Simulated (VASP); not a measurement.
Runs of VASP 6.6.1 on Re. The structure is that of space group P6/mmm (No. 191), or close to it. The cells are those of the table. 

```tsv
task	potentials or basis	cell	k mesh	cutoff (eV)	second run	gap on the mesh (eV)	pressure (GPa)	relaxed volume (Å³/atom)
single point	VASP PAW PBE potentials, release 64 (Re_sv_GW)	a = 3.865, b = 3.865, c = 3.295 Å, angles 90.0, 90.0, 120.0°, 3 atoms	6 × 6 × 6	500	valence_matched	none	67.8	-
relaxation of cell and atoms	VASP PAW PBE potentials, release 64 (Re)	relaxed from a = 4.598, b = 4.598, c = 2.819 Å, angles 90.0, 90.0, 120.0°, 3 atoms	6 × 6 × 6	600	-	none	0.0	15.16
single point	VASP PAW PBE potentials, release 64 (Re)	a = 4.385, b = 4.385, c = 2.736 Å, angles 90.0, 90.0, 120.0°, 3 atoms	6 × 6 × 6	520	-	none	-0.8	-
relaxation of cell and atoms	VASP PAW PBE potentials, release 64 (Re)	relaxed from a = 3.865, b = 3.865, c = 3.295 Å, angles 90.0, 90.0, 120.0°, 3 atoms	6 × 6 × 6	600	-	none	-0.1	15.16
single point	VASP PAW PBE potentials, release 64 (Re)	a = 3.865, b = 3.865, c = 3.295 Å, angles 90.0, 90.0, 120.0°, 3 atoms	6 × 6 × 6	520	-	none	66.9	-
single point	VASP PAW PBE potentials, release 64 (Re_sv_GW)	a = 4.385, b = 4.385, c = 2.735 Å, angles 90.0, 90.0, 120.0°, 3 atoms	6 × 6 × 6	500	valence_matched	none	(a)	-
single point	VASP PAW PBE potentials, release 64 (Re)	a = 4.379, b = 4.379, c = 2.745 Å, angles 90.0, 90.0, 120.0°, 3 atoms	12 × 12 × 16	520	-	none	-0.8	-
single point	VASP PAW PBE potentials, release 64 (Re)	a = 4.385, b = 4.385, c = 2.735 Å, angles 90.0, 90.0, 120.0°, 3 atoms	6 × 6 × 6	520	-	none	-0.7	-
```

Alike in all rows: level PBE; no spin polarisation; smearing gaussian 0.1 eV.

Problem. Fill in the values left out.

Solution. (a) -2.4.

Caveats: some runs use coarse meshes; spin-orbit coupling is left out, which moves the levels of the heavy elements.

A k mesh can miss the band edges, and the runs leave out spin-orbit coupling on Re.

A gap of «none» marks levels without a gap at the run's occupations.

The runs don't all hold the same shells in valence.
